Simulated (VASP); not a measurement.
Input of a VASP 6.6.1 run:

INCAR

```
ALGO     = Fast           # electronic algorithm
EDIFF    = 1E-6           # SCF threshold, eV
ENCUT    = 520            # plane-wave cutoff, eV
ISIF     = 2              # what is computed and relaxed
ISMEAR   = 0              # smearing method
LASPH    = T              # aspherical terms in the spheres
LCHARG   = T              # write CHGCAR
LELF     = T              # ELF
LREAL    = F              # projectors in reciprocal space
LVHAR    = T            
LWAVE    = F              # write WAVECAR
NBANDS   = 13             # bands
NELM     = 100            # most SCF steps
PREC     = Accurate       # precision mode
SIGMA    = 0.15           # smearing width, eV
```

KPOINTS

```
k-points
0
Gamma
  22 22 22
```

Contents of POSCAR:

```
W
1.0
    0.0000000000      2.2052838839      1.7201214295
    2.2052838839      0.0000000000      1.7201214295
    2.2052838839      2.2052838839      0.0000000000
W
1
Direct
    0.0000000000      0.0000000000      0.0000000000
```

Potentials or basis: VASP PAW LDA potentials, release 64 (W_sv).

Launch:

```sh
$ cat potpaw_LDA.64/W_sv/POTCAR > POTCAR
$ mpirun -np 1 vasp_std > vasp.out
```

What does it give for the band gap on the k mesh?

Zero (band 7 reaches 15.06 eV, above the bottom of band 8 at 9.66 eV).

Predict the pressure.

-20.6 GPa.

Stress tensor (GPa, compression positive):
```
-12.93   0.00   0.00
  0.00 -12.93   0.00
  0.00   0.00 -35.99
```

Caveat: spin-orbit coupling is left out, which moves the levels of the heavy elements.
